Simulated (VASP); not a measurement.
Set up this calculation in VASP 6.6.1, as the native input.

- Task: electric field gradients
- Functional: PBE
- Potentials or basis: VASP PAW PBE potentials, release 64 (Zn, Se)
- Cutoff: 520 eV
- k mesh: 8 × 8 × 8
- Occupations: fermi-dirac, width 0.03 eV
- Spin: no spin polarisation
- Dipole correction: no
- Further INCAR settings: ALGO = Normal; EDIFF = 1e-08; NBANDS = 16

The structure of ZnSe lies in POSCAR:

```
ZnSe
1.0
    0.0000000000      2.7771240000      2.8338000000
    2.7771240000      0.0000000000      2.8338000000
    2.7771240000      2.7771240000      0.0000000000
Zn Se
1 1
Direct
    0.0000000000      0.0000000000      0.0000000000
    0.7500000000      0.7500000000      0.7500000000
```

This cell differs from its parent crystal: equal xx and yy strain of -2 %.

The input as run:

INCAR

```
SYSTEM = ZnSe
ALGO = Normal
EDIFF = 1E-8
ENCUT = 520
GGA = PE
ISIF = 2
ISMEAR = -1
LASPH = .TRUE.
LCHARG = .FALSE.
LEFG = .TRUE.
LREAL = .FALSE.
LWAVE = .FALSE.
NBANDS = 16
NELM = 60
PREC = Accurate
SIGMA = 0.03
```

KPOINTS

```
k-points
0
G
  8 8 8
  0 0 0
```

Potentials or basis: VASP PAW PBE potentials, release 64 (Zn, Se).

Launch:

```sh
$ cat potpaw_PBE.64/Zn/POTCAR potpaw_PBE.64/Se/POTCAR > POTCAR
$ mpirun -np 1 vasp_std > vasp.out
```

It gave:

* Pressure: 5.3 GPa
* Band gap on the k mesh: 1.43 eV, direct

Caveat: the cell differs from its parent crystal (equal xx and yy strain of -2 %); without QUAD_EFG the Cq values of the log hold for a quadrupole moment of 1 mb, not for the nuclei.

Run time: 27 s on 1 thread of Intel(R) Xeon(R) 6975P-C (Granite Rapids) (shared host), peak memory 0.19 GiB.
